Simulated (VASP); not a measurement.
Crystal: Ge.

```
Ge
1.0
     0.00000    2.86614    2.86614
     2.86614    0.00000    2.86614
     2.86614    2.86614    0.00000
Ge
2
Direct
  0.75000 0.75000 0.75000
  0.50000 0.50000 0.50000
```

Base run:

- Program: VASP 6.6.1
- Functional: BLYP
- Dispersion: D4
- Potentials or basis: VASP PAW PBE potentials, release 64 (Ge_d)
- Cutoff: 520 eV
- k mesh: 8 × 8 × 8
- Occupations: fermi-dirac, width 0.05 eV
- Spin: no spin polarisation

Its results: band gap on the k mesh zero (filled and empty bands touch); pressure 0.4 GPa.

Task: After a change of settings the same cell gave: band gap on the k mesh zero (filled and empty bands touch); pressure -3.0 GPa. Which change was it?
A. functional from BLYP to PBE; dispersion from D4 to none
B. functional from BLYP to PBEsol
C. functional from BLYP to RPBE; dispersion from D4 to D3(BJ)
D. functional from BLYP to RPBE; further incar settings from ALGO = Normal; EDIFF = 1e-07; NBANDS = 21 to ALGO = Normal; EDIFF = 1e-06; NBANDS = 21

Result: B.

PBEsol binds more tightly than BLYP, so the same cell stands under less pressure.

Caveats: the PAW data sets were made with another functional, which shifts forces and pressure a little; pairwise dispersion overbinds metals, which lowers pressure and volume.
